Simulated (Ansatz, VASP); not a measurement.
One calculation of Si2Mo, two programs

INCAR

```
PREC = Accurate ; ENCUT = 520
EDIFF = 1E-6 ; ISMEAR = 0
SIGMA = 0.15 ; LREAL = False
LASPH = True ; NELM = 100
ALGO = Normal ; ISIF = 2
LWAVE = False ; LCHARG = False
GGA = PE ; NBANDS = 18
```

Contents of KPOINTS:

```
regular mesh
0
Gamma
  18 18 18
```

File POSCAR:

```
Si2Mo
1.0
   -1.6298787326      1.6298787326      3.9366136217
    1.6298787326     -1.6298787326      3.9366136217
    1.6298787326      1.6298787326     -3.9366136217
Si Mo
2 1
Direct
    0.3350971189      0.3104466071     -0.0246505118
    0.6649028811      0.6895533929      0.0246505118
    0.0000000000      0.0000000000      0.0000000000
```

Input for Ansatz:

```yaml
crystal:
  lattice:
    - [-1.6298787326, 1.6298787326, 3.9366136217]
    - [1.6298787326, -1.6298787326, 3.9366136217]
    - [1.6298787326, 1.6298787326, -3.9366136217]
  atoms:
    - { symbol: Si, position: [0.3350971189, 0.3104466071, -0.0246505118] }
    - { symbol: Si, position: [0.6649028811, 0.6895533929, 0.0246505118] }
    - { symbol: Mo, position: [0.0, 0.0, 0.0] }
basis:
  ecutwfc: 420
kpoints:
  mp_grid: { grid: [18, 18, 18] }
hamiltonian:
  xc: pbe
  pseudopotentials: { kind: paw, azcp: { folder: soft_1 } }
scf:
  occupations: { method: gaussian, width: 0.15 }
output:
  forces: true
  stress: true
  eigenvalues: true
  write_density: true
  write_potential: true
  elf: true
  volumetric_format: npy
```

Change from the starting cell: mode 7 frozen in at -0.079 Å, equal normal strain along x and y +0.0133.

Alike in both runs: task single point; functional PBE; k mesh 18 × 18 × 18; occupations gaussian, width 0.15 eV; no spin polarisation.

|  | VASP | Ansatz |
| --- | --- | --- |
| version | VASP 6.6.1 | Ansatz 0.2.0 |
| potentials or method | VASP PAW PBE potentials, release 64 (Si, Mo_sv), cutoff 520 eV | scalar-relativistic, plane waves, PAW |
| valence electrons in the cell | 22 | 22 |

|  | VASP | Ansatz | Ansatz less VASP |
| --- | --- | --- | --- |
| gap on the k mesh at the Fermi level (eV) | none | none | - |
| pressure (GPa) | -4.0 | -4.2 | -0.13 |
| traceless stress, the component that is largest in VASP (GPa) | 2.53 | 2.55 | +0.016 |
| rms of the force components (eV/Å) | 0.360 | 0.360 | +0.0004 |

Atom by atom the forces differ by 0.001 eV/Å (rms over components). A gap of «none» marks a metal or a gap that the smearing closes. The functional is the same, so the differences come from potentials, cutoffs and numerics.
